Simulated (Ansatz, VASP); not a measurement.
# One calculation of YMg2O2, two programs

File INCAR:

```
SYSTEM = YMg2O2
ALGO = Normal
EDIFF = 1E-7
ENCUT = 520
GGA = PE
ISIF = 2
ISMEAR = 0
LASPH = .True.
LCHARG = .False.
LREAL = .False.
LWAVE = .False.
NBANDS = 22
NELM = 80
PREC = Accurate
SIGMA = 0.1
```

The input KPOINTS:

```
k-points
0
Gamma
  6 6 4
  0 0 0
```

File POSCAR:

```
YMg2O2
1.0
    4.1744957700      0.0000000000      0.0000000000
   -2.0872478900      3.6152193900      0.0000000000
    0.0000000000      0.0000000000      5.7774005300
Y Mg O
1 2 2
Direct
    0.0000000000      0.0000000000      0.5000000000
    0.3333333300      0.6666666700      0.0000000000
    0.6666666700      0.3333333300      0.0000000000
    0.0000000000      0.0000000000      0.8808851700
    0.0000000000      0.0000000000      0.1191148300
```

Input for Ansatz:

```yaml
crystal:
  lattice:
    - [4.17449577, 0.0, 0.0]
    - [-2.08724789, 3.61521939, 0.0]
    - [0.0, 0.0, 5.77740053]
  atoms:
    - { symbol: "Y", position: [0.0, 0.0, 0.5] }
    - { symbol: Mg, position: [0.33333333, 0.66666667, 0.0] }
    - { symbol: Mg, position: [0.66666667, 0.33333333, 0.0] }
    - { symbol: O, position: [0.0, 0.0, 0.88088517] }
    - { symbol: O, position: [0.0, 0.0, 0.11911483] }
basis:
  ecutwfc: 420
kpoints:
  mp_grid: { grid: [6, 6, 4] }
hamiltonian:
  xc: pbe
scf:
  occupations: { method: gaussian, width: 0.1 }
  lower_state_search: "off"
output:
  forces: true
  stress: true
  eigenvalues: true
```

Alike in both runs: task single point; functional PBE; k mesh 6 × 6 × 4; occupations gaussian, width 0.1 eV; no spin polarisation.

```csv
,VASP,Ansatz
version,VASP 6.6.1,Ansatz 0.2.0
potentials or method,"VASP PAW PBE potentials, release 64 (Y_sv, Mg, O), cutoff 520 eV","scalar-relativistic, plane waves, PAW"
valence electrons in the cell,27,43
```

```tsv
	VASP	Ansatz	Ansatz less VASP
gap on the k mesh at the Fermi level (eV)	none	none	-
pressure (GPa)	13.1	12.9	-0.17
traceless stress, the component that is largest in VASP (GPa)	-15.21	-15.66	-0.446
rms of the force components (eV/Å)	0.388	0.279	-0.1091
```

Atom by atom the forces differ by 0.109 eV/Å (rms over components). A gap of «none» marks a metal or a gap that the smearing closes. VASP's potentials hold 27 valence electrons a cell and Ansatz's 43, so a difference there can come from the potentials and not from the codes.
